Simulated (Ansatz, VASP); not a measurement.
## Pt in VASP and in Ansatz

File POSCAR:

```
Pt
1.0
    2.7861568203      0.0000000000      0.0000000000
   -1.3930784101      2.4128825853      0.0000000000
    0.0000000000      0.0000000000     19.0995500708
Pt
5
Direct
    0.6666666667      0.3333333333      0.2617862715
    0.3333333333      0.6666666667      0.3808931357
    0.0000000000      0.0000000000      0.5000000000
    0.6666666667      0.3333333333      0.6191068643
    0.3333333333      0.6666666667      0.7382137285
```

File INCAR.step1:

```
PREC = Accurate ; ENCUT = 520
ISMEAR = 0 ; SIGMA = 0.1
LREAL = F ; LASPH = T
NELM = 80 ; LDIPOL = T
IDIPOL = 3 ; DIPOL = 0.5 0.5 0.500
NBANDS = 33 ; GGA = PE
ALGO = Normal ; EDIFF = 1E-4
LWAVE = T ; LCHARG = F
```

INCAR.step2

```
PREC = Accurate ; ENCUT = 520
EDIFF = 1E-6 ; ISMEAR = 0
SIGMA = 0.1 ; LREAL = F
LASPH = T ; NELM = 80
ALGO = Normal ; ISIF = 2
LWAVE = F ; LCHARG = F
LDIPOL = T ; IDIPOL = 3
DIPOL = 0.5 0.5 0.500 ; METAGGA = R2SCAN
LMIXTAU = T ; NBANDS = 33
ISTART = 1
```

File KPOINTS:

```
Automatic mesh
0
Gamma
  15 15 1
```

Input for Ansatz:

```yaml
crystal:
  lattice:
    - [2.7861568203, 0.0, 0.0]
    - [-1.3930784101, 2.4128825853, 0.0]
    - [0.0, 0.0, 19.0995500708]
  atoms:
    - { symbol: Pt, position: [0.6666666667, 0.3333333333, 0.2617862715] }
    - { symbol: Pt, position: [0.3333333333, 0.6666666667, 0.3808931357] }
    - { symbol: Pt, position: [0.0, 0.0, 0.5] }
    - { symbol: Pt, position: [0.6666666667, 0.3333333333, 0.6191068643] }
    - { symbol: Pt, position: [0.3333333333, 0.6666666667, 0.7382137285] }
basis:
  ecutwfc: 500
kpoints:
  mp_grid: { grid: [15, 15, 1] }
hamiltonian:
  xc: r2scan
scf:
  occupations: { method: gaussian, width: 0.1 }
output:
  forces: true
  stress: true
  eigenvalues: true
  write_density: true
  write_potential: true
  elf: true
  volumetric_format: npy
efield:
  axis: 3
  dipole_correction: true
  ramp_width: 0.04
```

Alike in both runs: task single point; functional r2SCAN; k mesh 15 × 15 × 1; occupations gaussian, width 0.1 eV; no spin polarisation.

|  | VASP | Ansatz |
| --- | --- | --- |
| version | VASP 6.6.1 | Ansatz 0.2.0 |
| potentials or method | VASP PAW PBE potentials, release 64 (Pt), cutoff 520 eV | scalar-relativistic, plane waves, PAW |
| valence electrons in the cell | 50 | 90 |

|  | VASP | Ansatz | Ansatz less VASP |
| --- | --- | --- | --- |
| gap on the k mesh at the Fermi level (eV) | none | none | - |
| rms of the force components (eV/Å) | 0.126 | 0.123 | -0.0025 |

VASP's potentials were made for PBE, not for r2SCAN. Atom by atom the forces differ by 0.009 eV/Å (rms over components). A gap of «none» marks a metal or a gap that the smearing closes. VASP's potentials hold 50 valence electrons a cell and Ansatz's 90, so a difference there can come from the potentials and not from the codes. Ansatz's warnings: vacuum density over bound, xc potential rough in thin density.

Spin-orbit coupling is off throughout.
